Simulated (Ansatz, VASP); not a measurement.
**Lu: VASP beside Ansatz**

The input INCAR:

```
SYSTEM = Lu
ALGO     = Normal         ! electronic algorithm
EDIFF    = 1E-7           ! SCF threshold, eV
ENCUT    = 520            ! plane-wave cutoff, eV
GGA      = CA             ! functional
ISIF     = 2              ! what is computed and relaxed
ISMEAR   = 0              ! smearing method
LASPH    = .TRUE.         ! aspherical terms in the spheres
LCHARG   = .FALSE.        ! write CHGCAR
LREAL    = .FALSE.        ! projectors in reciprocal space
LWAVE    = .FALSE.        ! write WAVECAR
NBANDS   = 32             ! bands
NELM     = 80             ! most SCF steps
PREC     = Accurate       ! precision mode
SIGMA    = 1.0            ! smearing width, eV
```

File KPOINTS:

```
k-points
0
G
  11 11 6
  0 0 0
```

The input POSCAR:

```
Lu
1.0
    3.3823924653      0.0000000000      0.0000000000
   -1.6911962327      2.9292378005      0.0000000000
    0.0000000000      0.0000000000      5.2524129119
Lu
2
Direct
    0.3333333333      0.6666666667      0.2500000000
    0.6666666667      0.3333333333      0.7500000000
```

Input for Ansatz:

```yaml
crystal:
  lattice:
    - [3.3823924653, 0.0, 0.0]
    - [-1.6911962327, 2.9292378005, 0.0]
    - [0.0, 0.0, 5.2524129119]
  atoms:
    - { symbol: Lu, position: [0.3333333333, 0.6666666667, 0.25] }
    - { symbol: Lu, position: [0.6666666667, 0.3333333333, 0.75] }
hamiltonian:
  xc: lda
  pseudopotentials:
    kind: paw
    azcp:
      Lu: "pseudopotentials/Lu.paw.azcp"
basis:
  ecutwfc: 420
  fft_grid_basis: typed
kpoints:
  mp_grid: { grid: [11, 11, 6], shift: [0, 0, 0] }
magnetization:
  spin_polarized: false
scf:
  occupations: { method: gaussian, width: 1.0 }
  lower_state_search: "off"
output:
  stress: true
  write_density: true
  write_potential: true
  elf: true
  volumetric_format: npy
```

Alike in both runs: task single point; functional LDA; k mesh 11 × 11 × 6; occupations gaussian, width 1 eV; no spin polarisation.

|  | VASP | Ansatz |
| --- | --- | --- |
| version | VASP 6.6.1 | Ansatz 0.2.0 |
| potentials or method | VASP PAW PBE potentials, release 64 (Lu), cutoff 520 eV | plane waves (420 eV) with PAW, scalar-relativistic |
| valence electrons in the cell | 50 | 50 |

```tsv
	VASP	Ansatz	Ansatz less VASP
pressure (GPa)	1.6	1.3	-0.24
traceless stress, the component that is largest in VASP (GPa)	1.22	1.20	-0.020
```

VASP's potentials were made for PBE, not for LDA, and Ansatz warns of the same on its side. LDA's correlation is that of Perdew and Zunger in VASP and of Perdew and Wang (1992) in Ansatz.

Spin-orbit coupling is off throughout.
